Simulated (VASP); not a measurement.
# Hf (Pm-3m) in VASP: notebook

Hf is run at these levels: LDA; tasks: single point.

All numbers are computed with VASP 6.6.1; they aren't measurements. Logs are shortened: lines on timing, memory, paths and dates and some standing lists are left out, and cuts for length are marked.

### Step 1. The cell of the first run

It takes space group Pm-3m (No. 221, cubic). The conventional cell has a = 2.164 Å, b = 2.164 Å, c = 2.164 Å, α = 90.00°, β = 90.00°, γ = 90.00°. Hf (site symmetry m-3m) has 6 Hf at 2.16 Å within 2.9 Å.

### Step 2. Single point, LDA (volume scaled by 0.45)

File INCAR:

```
SYSTEM = Hf
PREC     = Accurate       ! precision mode
ENCUT    = 520            ! plane-wave cutoff, eV
EDIFF    = 1E-6           ! SCF threshold, eV
ISMEAR   = -1             ! smearing method
SIGMA    = 0.1            ! smearing width, eV
LREAL    = .False.        ! projectors in reciprocal space
LASPH    = .True.         ! aspherical terms in the spheres
NELM     = 100            ! most SCF steps
ALGO     = Normal         ! electronic algorithm
ISIF     = 2              ! what is computed and relaxed
LWAVE    = .False.        ! write WAVECAR
LCHARG   = .False.        ! write CHGCAR
NBANDS   = 11             ! bands
```

File KPOINTS:

```
regular mesh
0
Gamma
  15 15 15
  0 0 0
```

File POSCAR:

```
Hf
1.0
    2.1639052835      0.0000000000      0.0000000000
    0.0000000000      2.1639052835      0.0000000000
    0.0000000000      0.0000000000      2.1639052835
Hf
1
Direct
    0.0000000000      0.0000000000      0.0000000000
```

Potentials or basis: VASP PAW LDA potentials, release 64 (Hf_pv).

Run with:

```bash
> cat potpaw_LDA.64/Hf_pv/POTCAR > POTCAR
> mpirun -np 1 vasp_std > vasp.out
```

OUTCAR:

```text
SYSTEM = Hf
   PREC = Accurate
   ENCUT = 520
   EDIFF = 1E-6
   ISMEAR = -1
   LREAL = .False.
   LASPH = .True.
   NELM = 100
   ISIF = 2

 ion  position               nearest neighbor table
   1  0.000  0.000  0.000-

  LATTYP: Found a simple cubic cell.
 ALAT       =     2.1639052835

  Lattice vectors:

 A1 = (   2.1639052835,   0.0000000000,   0.0000000000)
 A2 = (   0.0000000000,   2.1639052835,   0.0000000000)
 A3 = (   0.0000000000,   0.0000000000,   2.1639052835)

Analysis of symmetry for initial positions (statically):
=====================================================================
 Subroutine PRICEL returns:
 Original cell was already a primitive cell.

 Routine SETGRP: Setting up the symmetry group for a
 simple cubic supercell.

 Subroutine GETGRP returns: Found 48 space group operations
 (whereof 48 operations were pure point group operations)
 out of a pool of 48 trial point group operations.

The static configuration has the point symmetry O_h .

Analysis of symmetry for dynamics (positions and initial velocities):
=====================================================================
 Subroutine PRICEL returns:
 Original cell was already a primitive cell.

 Routine SETGRP: Setting up the symmetry group for a
 simple cubic supercell.

 Subroutine GETGRP returns: Found 48 space group operations
 (whereof 48 operations were pure point group operations)
 out of a pool of 48 trial point group operations.

The dynamic configuration has the point symmetry O_h .

 Subroutine INISYM returns: Found 48 space group operations
 (whereof 48 operations are pure point group operations),
 and found     1 'primitive' translations

----------------------------------------------------------------------------------------

                                     Primitive cell

  volume of cell :      10.1325

  direct lattice vectors                    reciprocal lattice vectors
     2.163905284  0.000000000  0.000000000     0.462127436  0.000000000  0.000000000
     0.000000000  2.163905284  0.000000000     0.000000000  0.462127436  0.000000000
     0.000000000  0.000000000  2.163905284     0.000000000  0.000000000  0.462127436

  length of vectors
     2.163905284  2.163905284  2.163905284     0.462127436  0.462127436  0.462127436

  position of ions in fractional coordinates (direct lattice)
     0.000000000  0.000000000  0.000000000

  ion indices of the primitive-cell ions
   primitive index   ion index
                 1           1

----------------------------------------------------------------------------------------

 KPOINTS: regular mesh

Automatic generation of k-mesh.
 Grid dimensions read from file:
 generate k-points for:   15   15   15

 Generating k-lattice:

  Cartesian coordinates                     Fractional coordinates (reciprocal lattice)
     0.030808496  0.000000000  0.000000000     0.066666667  0.000000000  0.000000000
     0.000000000  0.030808496  0.000000000     0.000000000  0.066666667  0.000000000
     0.000000000  0.000000000  0.030808496     0.000000000  0.000000000  0.066666667

  Length of vectors
     0.030808496  0.030808496  0.030808496

  Shift w.r.t. Gamma in fractional coordinates (k-lattice)
     0.000000000  0.000000000  0.000000000

 Subroutine IBZKPT returns following result:
 ===========================================

 Found    120 irreducible k-points:

 Following reciprocal coordinates:
            Coordinates               Weight
  0.000000  0.000000  0.000000      1.000000
  0.066667  0.000000  0.000000      6.000000
  0.133333  0.000000  0.000000      6.000000
  0.200000  0.000000  0.000000      6.000000
  0.266667  0.000000  0.000000      6.000000
  0.333333  0.000000  0.000000      6.000000
[... 16 lines left out ...]
  0.266667  0.200000  0.000000     24.000000
  0.333333  0.200000  0.000000     24.000000
 [... further k-points ...]
   k-points           NKPTS =    120   k-points in BZ     NKDIM =    120   number of bands    NBANDS=     11
   number of dos      NEDOS =    301   number of ions     NIONS =      1
   total plane-waves  NPLWV =   4096
   dimension x,y,z NGX =    16 NGY =   16 NGZ =   16
   dimension x,y,z NGXF=    32 NGYF=   32 NGZF=   32
   ions per type =               1
   NGX,Y,Z   is equivalent  to a cutoff of  12.29, 12.29, 12.29 a.u.
   NGXF,Y,Z  is equivalent  to a cutoff of  24.58, 24.58, 24.58 a.u.
 SYSTEM =  Hf
   PREC   = accura    normal or accurate (medium, high low for compatibility)
   ISTART =      0    job   : 0-new  1-cont  2-samecut
   ICHARG =      2    charge: 1-file 2-atom 10-const
   ISPIN  =      1    spin polarized calculation?
   LNONCOLLINEAR =      F non collinear calculations
   LSORBIT =      F    spin-orbit coupling
   LASPH  =      T    aspherical Exc in radial PAW
   ENCUT  =  520.0 eV  38.22 Ry    6.18 a.u.   4.02  4.02  4.02*2*pi/ulx,y,z
   NELM   =    100;   NELMIN=  2; NELMDL= -5     # of ELM steps
   EDIFF  = 0.1E-05   stopping-criterion for ELM
   LREAL  =      F    real-space projection
   EDIFFG = 0.1E-04   stopping-criterion for IOM
   NSW    =      0    number of steps for IOM
   IBRION =     -1    ionic relax: 0-MD 1-quasi-New 2-CG
   NFREE  =      0    steps in history (QN), initial steepest desc. (CG)
   ISIF   =      2    stress and relaxation
   ISYM   =      2    0-nonsym 1-usesym 2-fastsym
   POTIM  = 0.5000    time-step for ionic-motion
   TEBEG  =    0.0;   TEEND  =   0.0 temperature during run
   PSTRESS=    0.0 pullay stress
   NELECT =      10.0000    total number of electrons
   NUPDOWN=      -1.0000    fix difference up-down
   EMIN   =  10.00;   EMAX   =-10.00  energy-range for DOS
   EFERMI =   0.00;   METHOD = LEGACY
   ISMEAR =    -1;   SIGMA  =   0.10  broadening in eV -4-tet -1-fermi 0-gaus
   EFERMI_NEDOS =   21; number of points for ismear=-14 and -15
   IALGO  =     38    algorithm
   IMIX   =      4    mixing-type and parameters
     AMIX     =   0.40;   BMIX     =  1.00
     AMIX_MAG =   1.60;   BMIX_MAG =  1.00
  volume/ion in A,a.u.               =      10.13        68.38
  Fermi-wavevector in a.u.,A,eV,Ry     =   1.629934  3.080128 36.146375  2.656684
  Thomas-Fermi vector in A             =   2.722318
   LORBIT       =      0    0 simple, 1 ext, 2 COOP (PROOUT), +10 PAW based schemes
   GGA     = CA    functional components
   LHFCALC =     F    Hartree Fock is set to
   AEXX    =    0.0000 exact exchange contribution
   IVDW    =     0    specifies the selected vdW correction
   LEPSILON=     F    determine dielectric tensor
   LRPA    =     F    only Hartree local field effects (RPA)
 non-spin polarized calculation
  energy-cutoff  :      520.00
  volume of cell :       10.13
 maximum number of plane-waves:       289
   NGX =  9   NGY =  9   NGZ =  9

 number of electron      10.0000004 magnetization

 Free energy of the ion-electron system (eV)
  ---------------------------------------------------
  ext. energy  EPLUGINS =         0.00000000
  ---------------------------------------------------
  free energy    TOTEN  =        -3.05072971 eV

  energy without entropy =       -3.03099306  energy(sigma->0) =       -3.04086139

 E-fermi :  11.8325     XC(G=0): -15.5101

 val. band max:       11.8150812194   @ k =   0.4667   0.4667   0.0000
 cond. band min:      11.8676979482   @ k =   0.2000   0.1333   0.0667
 fundamental gap:      0.0526167287
 Fermi energy:        11.8325247544

 k-point     1 :       0.0000    0.0000    0.0000
  band No.  band energies     occupation
      1     -15.4136      2.00000
      2     -15.4136      2.00000
      3     -15.4136      2.00000
      4       4.3452      2.00000
      5       5.9422      2.00000
      6       5.9422      2.00000
      7      25.7070      0.00000
      8      27.1954      0.00000
      9      27.1954      0.00000
     10      27.1954      0.00000
     11      36.6348      0.00000

 k-point     2 :       0.0667    0.0000    0.0000
  band No.  band energies     occupation
      1     -15.9708      2.00000
      2     -15.3720      2.00000
      3     -15.3720      2.00000
      4       4.6568      2.00000
      5       6.0305      2.00000
      6       6.5967      2.00000
      7      25.6949      0.00000
      8      26.2353      0.00000
      9      26.2353      0.00000
     10      27.2544      0.00000
     11      35.3864      0.00000

 k-point     3 :       0.1333    0.0000    0.0000
  band No.  band energies     occupation
      1     -17.3796      2.00000
      2     -15.2528      2.00000
      3     -15.2528      2.00000
      4       5.2186      2.00000
      5       6.2870      2.00000
      6       8.6279      2.00000
      7      24.1515      0.00000
      8      24.1515      0.00000
      9      25.6607      0.00000
     10      27.4238      0.00000
     11      32.9635      0.00000

 k-point     4 :       0.2000    0.0000    0.0000
  band No.  band energies     occupation
      1     -19.1479      2.00000
      2     -15.0725      2.00000
      3     -15.0725      2.00000
      4       5.9009      2.00000
      5       6.6861      2.00000
      6      11.5004      1.93031
      7      21.8632      0.00000
      8      21.8632      0.00000
      9      25.6096      0.00000
     10      27.6810      0.00000
     11      30.6936      0.00000
[... 239 lines left out ...]
 k-point    22 :       0.2000    0.2000    0.0000
  band No.  band energies     occupation
      1     -18.8583      2.00000
      2     -18.5577      2.00000
      3     -14.7397      2.00000
      4       7.1222      2.00000
      5      10.4922      2.00000
      6      13.0441      0.00001
      7      17.6462      0.00000
      8      21.8755      0.00000
      9      23.3144      0.00000
     10      25.5303      0.00000
     11      32.7945      0.00000

 k-point    23 :       0.2667    0.2000    0.0000
  band No.  band energies     occupation
      1     -20.4312      2.00000
      2     -18.4167      2.00000
      3     -14.5308      2.00000
      4       7.7064      2.00000
      5      10.2805      2.00000
      6      14.5688      0.00000
      7      18.1425      0.00000
      8      20.3534      0.00000
      9      23.2005      0.00000
     10      25.4774      0.00000
     11      31.4291      0.00000

 k-point    24 :       0.3333    0.2000    0.0000
  band No.  band energies     occupation
      1     -21.8759      2.00000
      2     -18.1423      2.00000
      3     -14.3235      2.00000
      4       8.2050      2.00000
      5       9.6085      2.00000
      6      14.8955      0.00000
      7      18.7620      0.00000
      8      20.2227      0.00000
      9      23.5399      0.00000
     10      25.4296      0.00000
     11      30.9196      0.00000

 [... further k-points ...]
[... 5 lines left out ...]
  --------------------------------------------------------------------------------------
  -------------------------------------------------------------------------------------
  Total       22.0461365     22.0461365     22.0461365      0.0000000      0.0000000     -0.0000000
  in kB     3486.0076198   3486.0076198   3486.0076198      0.0000000      0.0000000     -0.0000000
  external PRESSURE =    3486.0076198 kB  Pullay stress =       0.0000000 kB

 VOLUME and BASIS-vectors are now :
 -----------------------------------------------------------------------------
  energy-cutoff  :      520.00
  volume of cell :       10.13
      direct lattice vectors                 reciprocal lattice vectors
     2.163905284  0.000000000  0.000000000     0.462127436  0.000000000  0.000000000
     0.000000000  2.163905284  0.000000000     0.000000000  0.462127436  0.000000000
     0.000000000  0.000000000  2.163905284     0.000000000  0.000000000  0.462127436

 POSITION                                       TOTAL-FORCE (eV/Angst)
 -----------------------------------------------------------------------------------
      0.00000      0.00000      0.00000         0.000000      0.000000      0.000000
 -----------------------------------------------------------------------------------
    total drift:                                0.000000      0.000000      0.000000

  FREE ENERGIE OF THE ION-ELECTRON SYSTEM (eV)
  ---------------------------------------------------
  free  energy   TOTEN  =        -3.0507297113 eV

  energy  without entropy=       -3.0309930639  energy(sigma->0) =       -3.04086139
```

Run time: 10 s. Hardware: 1 thread of AMD EPYC 7R13, shared host; peak memory 0.09 GiB.

What came out:

| Item | Value |
| --- | --- |
| Free energy | -3.0507 eV |
| Pressure | 348.6 GPa |
| Band gap on the k mesh | zero (band 5 reaches 14.08 eV, above the bottom of band 6 at 5.29 eV) |

Levels at points of the mesh, in eV from the Fermi level:
| k point | band 1 | band 2 | band 3 | band 4 | band 5 | band 6 | band 7 | band 8 | band 9 | band 10 |
| --- | --- | --- | --- | --- | --- | --- | --- | --- | --- | --- |
| (0.00, 0.00, 0.00) | -27.25 | -27.25 | -27.25 | -7.49 | -5.89 | -5.89 | 13.87 | 15.36 | 15.36 | 15.36 |

Caveat: spin-orbit coupling is left out, which moves the levels of the heavy elements.

### Step 3. Single point, LDA (volume scaled by 0.45)

File INCAR:

```
PREC = Accurate
ENCUT = 520
EDIFF = 1E-7
ISMEAR = -1
SIGMA = 0.1
LREAL = F
LASPH = T
NELM = 60
ALGO = Normal
ISIF = 2
LWAVE = F
LCHARG = F
NBANDS = 11
```

File KPOINTS:

```
regular mesh
0
Gamma
  15 15 15
```

POSCAR is that of step 2.

Potentials or basis: VASP PAW LDA potentials, release 64 (Hf_pv).

Run with:

```bash
> cat potpaw_LDA.64/Hf_pv/POTCAR > POTCAR
> mpirun -np 1 vasp_std > vasp.out
```

It took 13 s on 1 thread of AMD EPYC 7R13, shared host; peak memory 0.09 GiB.

The run converged. Its results:

```
Free energy            : -3.0507 eV
Pressure               : 348.6 GPa
Band gap on the k mesh : zero (band 5 reaches 14.08 eV, above the bottom of band 6 at 5.29 eV)
```

Levels at points of the mesh, in eV from the Fermi level:
| k point | band 2 | band 3 | band 4 | band 5 | band 6 | band 7 | band 8 | band 9 |
| --- | --- | --- | --- | --- | --- | --- | --- | --- |
| (0.00, 0.00, 0.00) | -27.25 | -27.25 | -7.49 | -5.89 | -5.89 | 13.87 | 15.36 | 15.36 |

Caveat: spin-orbit coupling is left out, which moves the levels of the heavy elements.
